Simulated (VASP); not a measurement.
# TiO2 (C2/m) in VASP: single point with PBE+D3(BJ)

Aim: the single point of TiO2 with PBE+D3(BJ).

All numbers are computed with VASP 6.6.1; they aren't measurements. Logs are shortened: lines on timing, memory, paths and dates and some standing lists are left out, and cuts for length are marked.

### 1 The cell of the first run

It takes space group C2/m (No. 12, monoclinic). Conventional cell: a = 8.993 Å, b = 2.988 Å, c = 5.160 Å, α = 90.00°, β = 100.00°, γ = 90.00°. Within 2.5 Å of Ti (site symmetry m) lie 6 O at 1.86 to 2.11 Å. Within 2.6 Å of O (site symmetry m) lie 3 Ti at 1.86 to 2.06 Å and 3 O at 2.57 to 2.58 Å. Within 2.7 Å of O (site symmetry m) lie 3 Ti at 1.91 to 2.11 Å and 3 O at 2.58 to 2.61 Å.

### 2 Single point, PBE+D3(BJ)

Contents of INCAR:

```
ALGO     = Normal         # electronic algorithm
EDIFF    = 1E-6           # SCF threshold, eV
ENCUT    = 520            # plane-wave cutoff, eV
GGA      = PE             # functional
ISIF     = 2              # what is computed and relaxed
ISMEAR   = 0              # smearing method
IVDW     = 12             # dispersion correction
LASPH    = True           # aspherical terms in the spheres
LCHARG   = False          # write CHGCAR
LREAL    = False          # projectors in reciprocal space
LWAVE    = False          # write WAVECAR
NBANDS   = 33             # bands
NELM     = 80             # most SCF steps
PREC     = Accurate       # precision mode
SIGMA    = 0.02           # smearing width, eV
```

Contents of KPOINTS:

```
k-points
0
Gamma
  8 8 6
```

Contents of POSCAR:

```
TiO2
1.0
    4.4967313659     -1.4938094738     -0.0059627154
    4.4967313659      1.4938094738     -0.0059627154
   -0.8892502101      0.0000000000      5.0830999183
Ti O
2 4
Direct
    0.2734537544      0.2734537544      0.2623705673
    0.7265462456      0.7265462456      0.7376294327
    0.6429916704      0.6429916704      0.3811553846
    0.1389903873      0.1389903873      0.8850646607
    0.3570083296      0.3570083296      0.6188446154
    0.8610096127      0.8610096127      0.1149353393
```

Potentials or basis: VASP PAW PBE potentials, release 64 (Ti_sv, O).

Launch:

```console
$ cat potpaw_PBE.64/Ti_sv/POTCAR potpaw_PBE.64/O/POTCAR > POTCAR
$ mpirun -np 1 vasp_std > vasp.out
```

OUTCAR:

```text
EDIFF = 1E-6
   ENCUT = 520
   GGA = PE
   ISIF = 2
   ISMEAR = 0
   IVDW = 12
   LASPH = True
   LREAL = False
   NELM = 80
   PREC = Accurate
 IVDW          = 12

 ion  position               nearest neighbor table
   1  0.273  0.273  0.262-   5 1.86   6 1.91   6 1.91   3 2.06   3 2.06   4 2.11
   2  0.727  0.727  0.738-   3 1.86   4 1.91   4 1.91   5 2.06   5 2.06   6 2.11
   3  0.643  0.643  0.381-   2 1.86   1 2.06   1 2.06
   4  0.139  0.139  0.885-   2 1.91   2 1.91   1 2.11
   5  0.357  0.357  0.619-   1 1.86   2 2.06   2 2.06
   6  0.861  0.861  0.115-   1 1.91   1 1.91   2 2.11

  LATTYP: Found a base centered monoclinic cell.
 ALAT       =     8.9934706384
 B/A-ratio  =     0.3321986659
 C/A-ratio  =     0.5737826640
 COS(beta)  =    -0.1736313966

  Lattice vectors:

 A1 = (   4.4967313659,  -1.4938094738,  -0.0059627154)
 A2 = (   4.4967313659,   1.4938094738,  -0.0059627154)
 A3 = (  -0.8892502101,   0.0000000000,   5.0830999183)

Analysis of symmetry for initial positions (statically):
=====================================================================
 Subroutine PRICEL returns:
 Original cell was already a primitive cell.

 Routine SETGRP: Setting up the symmetry group for a
 base centered monoclinic supercell.

 Subroutine GETGRP returns: Found  4 space group operations
 (whereof  4 operations were pure point group operations)
 out of a pool of  4 trial point group operations.

The static configuration has the point symmetry C_2h.

Analysis of symmetry for dynamics (positions and initial velocities):
=====================================================================
 Subroutine PRICEL returns:
 Original cell was already a primitive cell.

 Routine SETGRP: Setting up the symmetry group for a
 base centered monoclinic supercell.

 Subroutine GETGRP returns: Found  4 space group operations
 (whereof  4 operations were pure point group operations)
 out of a pool of  4 trial point group operations.

The dynamic configuration has the point symmetry C_2h.

 Subroutine INISYM returns: Found  4 space group operations
 (whereof  4 operations are pure point group operations),
 and found     1 'primitive' translations

----------------------------------------------------------------------------------------

                                     Primitive cell

  volume of cell :      68.2732

  direct lattice vectors                    reciprocal lattice vectors
     4.496731366 -1.493809474 -0.005962715     0.111217677 -0.334714707  0.019456698
     4.496731366  1.493809474 -0.005962715     0.111217677  0.334714707  0.019456698
    -0.889250210  0.000000000  5.083099918     0.000260927  0.000000000  0.196775992

  length of vectors
     4.738364198  4.738364198  5.160297541     0.353244773  0.353244773  0.196776165

  position of ions in fractional coordinates (direct lattice)
     0.273453754  0.273453754  0.262370567
     0.726546246  0.726546246  0.737629433
     0.642991670  0.642991670  0.381155385
     0.138990387  0.138990387  0.885064661
     0.357008330  0.357008330  0.618844615
     0.861009613  0.861009613  0.114935339

  ion indices of the primitive-cell ions
   primitive index   ion index
                 1           1
                 2           2
                 3           3
                 4           4
                 5           5
                 6           6

----------------------------------------------------------------------------------------

 KPOINTS: k-points

Automatic generation of k-mesh.
 Grid dimensions read from file:
 generate k-points for:    8    8    6

 Generating k-lattice:

  Cartesian coordinates                     Fractional coordinates (reciprocal lattice)
     0.013902210 -0.041839338  0.002432087     0.125000000 -0.000000000  0.000000000
     0.013902210  0.041839338  0.002432087    -0.000000000  0.125000000  0.000000000
     0.000043488  0.000000000  0.032795999     0.000000000  0.000000000  0.166666667

  Length of vectors
     0.044155597  0.044155597  0.032796028

  Shift w.r.t. Gamma in fractional coordinates (k-lattice)
     0.000000000  0.000000000  0.000000000

 Subroutine IBZKPT returns following result:
 ===========================================

 Found    114 irreducible k-points:

 Following reciprocal coordinates:
            Coordinates               Weight
  0.000000  0.000000  0.000000      1.000000
  0.125000 -0.000000  0.000000      4.000000
  0.250000 -0.000000  0.000000      4.000000
  0.375000 -0.000000  0.000000      4.000000
  0.500000 -0.000000  0.000000      2.000000
  0.125000  0.125000  0.000000      2.000000
[... 16 lines left out ...]
  0.125000 -0.000000  0.166667      4.000000
  0.250000 -0.000000  0.166667      4.000000
 [... further k-points ...]
   k-points           NKPTS =    114   k-points in BZ     NKDIM =    114   number of bands    NBANDS=     33
   number of dos      NEDOS =    301   number of ions     NIONS =      6
   total plane-waves  NPLWV =  51840
   dimension x,y,z NGX =    36 NGY =   36 NGZ =   40
   dimension x,y,z NGXF=    72 NGYF=   72 NGZF=   80
   ions per type =               2   4
   NGX,Y,Z   is equivalent  to a cutoff of  12.63, 12.63, 12.89 a.u.
   NGXF,Y,Z  is equivalent  to a cutoff of  25.26, 25.26, 25.77 a.u.
 SYSTEM =  unknown system
   PREC   = accura    normal or accurate (medium, high low for compatibility)
   ISTART =      0    job   : 0-new  1-cont  2-samecut
   ICHARG =      2    charge: 1-file 2-atom 10-const
   ISPIN  =      1    spin polarized calculation?
   LNONCOLLINEAR =      F non collinear calculations
   LSORBIT =      F    spin-orbit coupling
   LASPH  =      T    aspherical Exc in radial PAW
   ENCUT  =  520.0 eV  38.22 Ry    6.18 a.u.   8.81  8.81  9.59*2*pi/ulx,y,z
   NELM   =     80;   NELMIN=  2; NELMDL= -5     # of ELM steps
   EDIFF  = 0.1E-05   stopping-criterion for ELM
   LREAL  =      F    real-space projection
   EDIFFG = 0.1E-04   stopping-criterion for IOM
   NSW    =      0    number of steps for IOM
   IBRION =     -1    ionic relax: 0-MD 1-quasi-New 2-CG
   NFREE  =      0    steps in history (QN), initial steepest desc. (CG)
   ISIF   =      2    stress and relaxation
   ISYM   =      2    0-nonsym 1-usesym 2-fastsym
   POTIM  = 0.5000    time-step for ionic-motion
   TEBEG  =    0.0;   TEEND  =   0.0 temperature during run
   PSTRESS=    0.0 pullay stress
   NELECT =      48.0000    total number of electrons
   NUPDOWN=      -1.0000    fix difference up-down
   EMIN   =  10.00;   EMAX   =-10.00  energy-range for DOS
   EFERMI =   0.00;   METHOD = LEGACY
   ISMEAR =     0;   SIGMA  =   0.02  broadening in eV -4-tet -1-fermi 0-gaus
   EFERMI_NEDOS =   21; number of points for ismear=-14 and -15
   IALGO  =     38    algorithm
   IMIX   =      4    mixing-type and parameters
     AMIX     =   0.40;   BMIX     =  1.00
     AMIX_MAG =   1.60;   BMIX_MAG =  1.00
  volume/ion in A,a.u.               =      11.38        76.79
  Fermi-wavevector in a.u.,A,eV,Ry     =   1.455700  2.750874 28.831598  2.119063
  Thomas-Fermi vector in A             =   2.572704
   LORBIT       =      0    0 simple, 1 ext, 2 COOP (PROOUT), +10 PAW based schemes
   GGA     = PE    functional components
   LHFCALC =     F    Hartree Fock is set to
   AEXX    =    0.0000 exact exchange contribution
   IVDW    =    12    specifies the selected vdW correction
   LEPSILON=     F    determine dielectric tensor
   LRPA    =     F    only Hartree local field effects (RPA)
 non-spin polarized calculation
 Gauss-broadening in eV      SIGMA  =   0.02
  energy-cutoff  :      520.00
  volume of cell :       68.27
 maximum number of plane-waves:      1859
   NGX = 17   NGY = 17   NGZ = 19

 number of electron      48.0000000 magnetization

 Free energy of the ion-electron system (eV)
  ---------------------------------------------------
  ext. energy  EPLUGINS =         0.00000000
  ---------------------------------------------------
  free energy    TOTEN  =       -52.92648523 eV

  energy without entropy =      -52.92648523  energy(sigma->0) =      -52.92648523

 E-fermi :   3.3637     XC(G=0): -10.7510

 val. band max:        3.2681788612   @ k =  -0.1250   0.0000   0.3333
 cond. band min:       5.9709458295   @ k =   0.0000   0.0000   0.0000
 fundamental gap:      2.7027669683
 Fermi energy:         3.3637076643

 k-point     1 :       0.0000    0.0000    0.0000
  band No.  band energies     occupation
      1     -53.0725      2.00000
      2     -53.0055      2.00000
      3     -29.6456      2.00000
      4     -29.3347      2.00000
      5     -29.2242      2.00000
      6     -29.1889      2.00000
[... 25 lines left out ...]
     32       9.8741      0.00000
     33      10.0323      0.00000

 k-point     2 :       0.1250   -0.0000    0.0000
  band No.  band energies     occupation
      1     -53.0647      2.00000
      2     -53.0027      2.00000
      3     -29.6157      2.00000
      4     -29.3248      2.00000
      5     -29.2508      2.00000
      6     -29.2201      2.00000
[... 25 lines left out ...]
     32       9.6618      0.00000
     33       9.8993      0.00000

 k-point     3 :       0.2500   -0.0000    0.0000
  band No.  band energies     occupation
      1     -53.0446      2.00000
      2     -52.9971      2.00000
      3     -29.5346      2.00000
      4     -29.3994      2.00000
      5     -29.3176      2.00000
      6     -29.2873      2.00000
[... 25 lines left out ...]
     32       9.4747      0.00000
     33       9.4839      0.00000

 k-point     4 :       0.3750   -0.0000    0.0000
  band No.  band energies     occupation
      1     -53.0208      2.00000
      2     -52.9951      2.00000
      3     -29.5269      2.00000
      4     -29.4865      2.00000
      5     -29.4209      2.00000
      6     -29.2608      2.00000
[... 25 lines left out ...]
     32       9.3112      0.00000
     33       9.4740      0.00000

 k-point     5 :       0.5000   -0.0000    0.0000
  band No.  band energies     occupation
      1     -53.0026      2.00000
      2     -53.0026      2.00000
      3     -29.5659      2.00000
      4     -29.5655      2.00000
      5     -29.3125      2.00000
      6     -29.3118      2.00000
[... 604 lines left out ...]
 k-point    22 :      -0.0000   -0.0000    0.1667
  band No.  band energies     occupation
      1     -53.0682      2.00000
      2     -53.0099      2.00000
      3     -29.6138      2.00000
      4     -29.3260      2.00000
      5     -29.2368      2.00000
      6     -29.1822      2.00000
[... 25 lines left out ...]
     32       9.8442      0.00000
     33       9.9252      0.00000

 k-point    23 :       0.1250   -0.0000    0.1667
  band No.  band energies     occupation
      1     -53.0607      2.00000
      2     -53.0067      2.00000
      3     -29.5894      2.00000
      4     -29.3175      2.00000
      5     -29.2546      2.00000
      6     -29.2217      2.00000
[... 25 lines left out ...]
     32       9.7118      0.00000
     33       9.7986      0.00000

 k-point    24 :       0.2500   -0.0000    0.1667
  band No.  band energies     occupation
      1     -53.0416      2.00000
      2     -53.0002      2.00000
      3     -29.5384      2.00000
      4     -29.3770      2.00000
      5     -29.3471      2.00000
      6     -29.2732      2.00000
[... 25 lines left out ...]
     32       9.5269      0.00000
     33       9.5793      0.00000

 [... further k-points ...]

------------------------ aborting loop because EDIFF is reached ----------------------------------------

 Edisp (eV)   -1.33209

 E8    (eV) :    -0.5233

  FORCE on cell =-STRESS in cart. coord.  units (eV):
  Direction    XX          YY          ZZ          XY          YZ          ZX
  --------------------------------------------------------------------------------------
  -------------------------------------------------------------------------------------
  Total       0.13321     0.41289     0.41591     0.00000     0.00000    -0.05527
  in kB       3.12598     9.68930     9.76026     0.00000     0.00000    -1.29698
  external pressure =        7.53 kB  Pullay stress =        0.00 kB

 VOLUME and BASIS-vectors are now :
 -----------------------------------------------------------------------------
  energy-cutoff  :      520.00
  volume of cell :       68.27
      direct lattice vectors                 reciprocal lattice vectors
     4.496731366 -1.493809474 -0.005962715     0.111217677 -0.334714707  0.019456698
     4.496731366  1.493809474 -0.005962715     0.111217677  0.334714707  0.019456698
    -0.889250210  0.000000000  5.083099918     0.000260927  0.000000000  0.196775992

 POSITION                                       TOTAL-FORCE (eV/Angst)
 -----------------------------------------------------------------------------------
      2.22598      0.00000      1.33039        -0.026717      0.000000     -0.030332
      5.87823      0.00000      3.74078         0.026717      0.000000      0.030332
      5.44378      0.00000      1.92978        -0.053283      0.000000     -0.060723
      0.46296      0.00000      4.49721        -0.058968      0.000000      0.023995
      2.66043      0.00000      3.14139         0.053283      0.000000      0.060723
      7.64125      0.00000      0.57396         0.058968      0.000000     -0.023995
 -----------------------------------------------------------------------------------
    total drift:                                0.000000     -0.000000     -0.000000

  FREE ENERGIE OF THE ION-ELECTRON SYSTEM (eV)
  ---------------------------------------------------
  free  energy   TOTEN  =       -54.2585719338 eV

  energy  without entropy=      -54.2585719338  energy(sigma->0) =      -54.25857193
```

It took 2.6 min on 1 thread of AMD EPYC 9R45 (Zen 5), shared host; peak memory 0.33 GiB.

What came out:

| Property | Result |
| --- | --- |
| Free energy | -54.2586 eV |
| Pressure | 0.8 GPa |
| Largest force | 0.081 eV/Å |
| Band gap on the k mesh | 2.70 eV (least direct gap 2.75 eV) |
| Dispersion energy per atom | -0.222 eV |

Forces on the atoms (eV/Å):
```
Ti  -0.027  0.000 -0.030
Ti   0.027  0.000  0.030
O   -0.053  0.000 -0.061
O   -0.059  0.000  0.024
O    0.053  0.000  0.061
O    0.059  0.000 -0.024
```
